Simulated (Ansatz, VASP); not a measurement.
**One calculation of CdInS2, two programs**

File INCAR:

```
SYSTEM = CdInS2
PREC = Accurate ; ENCUT = 520
EDIFF = 1E-6 ; ISMEAR = 0
SIGMA = 0.15 ; LREAL = .FALSE.
LASPH = .TRUE. ; NELM = 80
ALGO = Normal ; ISIF = 2
LWAVE = .FALSE. ; LCHARG = .FALSE.
GGA = PE ; NBANDS = 26
```

The input KPOINTS:

```
Automatic mesh
0
G
  12 12 6
  0 0 0
```

Contents of POSCAR:

```
CdInS2
1.0
    3.8084606644      0.0000000000      0.0000000000
   -1.9042303322      3.2982236847      0.0000000000
    0.0000000000      0.0000000000      7.0361310776
Cd In S
1 1 2
Direct
    0.0000000000      0.0000000000      0.0000000000
    0.0000000000      0.0000000000      0.5000000000
    0.6666666667      0.3333333333      0.7945164209
    0.3333333333      0.6666666667      0.2054835791
```

Input for Ansatz:

```yaml
crystal:
  lattice:
    - [3.8084606644, 0.0, 0.0]
    - [-1.9042303322, 3.2982236847, 0.0]
    - [0.0, 0.0, 7.0361310776]
  atoms:
    - { symbol: Cd, position: [0.0, 0.0, 0.0] }
    - { symbol: In, position: [0.0, 0.0, 0.5] }
    - { symbol: S, position: [0.6666666667, 0.3333333333, 0.7945164209] }
    - { symbol: S, position: [0.3333333333, 0.6666666667, 0.2054835791] }
basis:
  ecutwfc: 420
kpoints:
  mp_grid: { grid: [12, 12, 6] }
hamiltonian:
  xc: pbe
scf:
  occupations: { method: gaussian, width: 0.15 }
output:
  forces: true
  stress: true
  eigenvalues: true
```

Alike in both runs: task single point; functional PBE; k mesh 12 × 12 × 6; occupations gaussian, width 0.15 eV; no spin polarisation.

```csv
,VASP,Ansatz
version,VASP 6.6.1,Ansatz 0.2.0
potentials or method,"VASP PAW PBE potentials, release 64 (Cd, In_d, S), cutoff 520 eV","scalar-relativistic, plane waves, PAW"
valence electrons in the cell,37,45
```

Ansatz gave:

```
gap on the k mesh at the Fermi level (eV)                     : none
pressure (GPa)                                                : 2.4
traceless stress, the component that is largest in VASP (GPa) : -3.57
rms of the force components (eV/Å)                            : 0.545
```

Problem. Which values does VASP return?

Solution. gap on the k mesh at the Fermi level (eV): none; pressure (GPa): 2.6; traceless stress, the component that is largest in VASP (GPa): -3.57; rms of the force components (eV/Å): 0.563.

Atom by atom the forces differ by 0.017 eV/Å (rms over components). A gap of «none» marks a metal or a gap that the smearing closes. With one functional, cell and mesh, what is left measures potentials, basis and numerics. VASP's potentials hold 37 valence electrons a cell and Ansatz's 45, so a difference there can come from the potentials and not from the codes.
